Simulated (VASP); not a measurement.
A run of VASP 6.6.1 is set up as follows.

Contents of INCAR:

```
PREC = Accurate
ENCUT = 500
EDIFF = 1E-6
ISMEAR = 0
SIGMA = 0.1
LREAL = F
LASPH = T
NELM = 120
ALGO = Normal
ISIF = 2
LWAVE = F
LCHARG = F
GGA = PE
NBANDS = 34
GGA_COMPAT = F
```

KPOINTS

```
Automatic mesh
0
Gamma
  12 12 6
```

POSCAR

```
Sc2GaAs3
1.0
    4.4949513791      0.0000000000      0.0000000000
   -2.2474756895      3.8927420831      0.0000000000
    0.0000000000      0.0000000000      8.1417388821
Sc Ga As
2 1 3
Direct
    0.0000000000      0.0000000000      0.6751279242
    0.0000000000      0.0000000000      0.3248720758
    0.3333333333      0.6666666667      0.0000000000
    0.3333333333      0.6666666667      0.5000000000
    0.6666666667      0.3333333333      0.5000000000
    0.0000000000      0.0000000000      0.0000000000
```

Potentials or basis: VASP PAW PBE potentials, release 64 (Sc_sv, Ga_d, As).

Run with:

```bash
$ cat potpaw_PBE.64/Sc_sv/POTCAR potpaw_PBE.64/Ga_d/POTCAR potpaw_PBE.64/As/POTCAR > POTCAR
$ mpirun -np 1 vasp_std > vasp.out
```

Task: Estimate the pressure.

Result: 0.2 GPa.

Task: Predict the largest force.

Result: 0.008 eV/Å.

Forces on the atoms (eV/Å):
```
Sc   0.000  0.000  0.008
Sc   0.000  0.000 -0.008
Ga   0.000  0.000  0.000
As   0.000  0.000  0.000
As   0.000  0.000  0.000
As   0.000  0.000  0.000
```
